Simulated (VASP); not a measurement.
Crystal: Sc.

```xyz
1
Lattice="0.0000 2.3200 2.3200 2.3200 0.0000 2.3200 2.3200 2.3200 0.0000" Properties=species:S:1:pos:R:3 pbc="T T T"
Sc    0.0000    0.0000    0.0000
```

This isn't the form of Sc at room conditions, which is hcp.

| Quantity | Value |
| --- | --- |
| Program | VASP 6.6.1 |
| Task | relaxation of volume and atoms at fixed shape |
| Functional | PBEsol |
| Potentials or basis | VASP PAW PBE potentials, release 64 (Sc_sv) |
| Cutoff | 500 eV |
| k mesh | 8 × 8 × 8 |
| Occupations | fermi-dirac, width 0.1 eV |
| Spin | no spin polarisation |

At the start: pressure -2.6 GPa; volume 24.97 Å³/atom.

Q: Where does the relaxation end?

A: Over 3 steps the energy falls by 10.8 meV/atom and the volume is 23.69 Å³/atom (-5.2 %); space group Fm-3m (No. 225, to 0.1 Å) before and after.

The path:
| step | energy change (eV) | largest force (eV/Å) | pressure (GPa) | volume (Å³) |
| --- | --- | --- | --- | --- |
| 1 | 0.0000 | 0.0000 | -2.59 | 24.97 |
| 2 | -0.0106 | 0.0000 | 0.33 | 23.54 |
| 3 | -0.0108 | 0.0000 | 0.00 | 23.69 |

Final structure:
```
Sc
1.0
     0.00000    2.27944    2.27944
     2.27944    0.00000    2.27944
     2.27944    2.27944    0.00000
Sc
1
Direct
  0.00000 0.00000 0.00000
```

Caveat: the PAW data sets were made with another functional, which shifts forces and pressure a little.
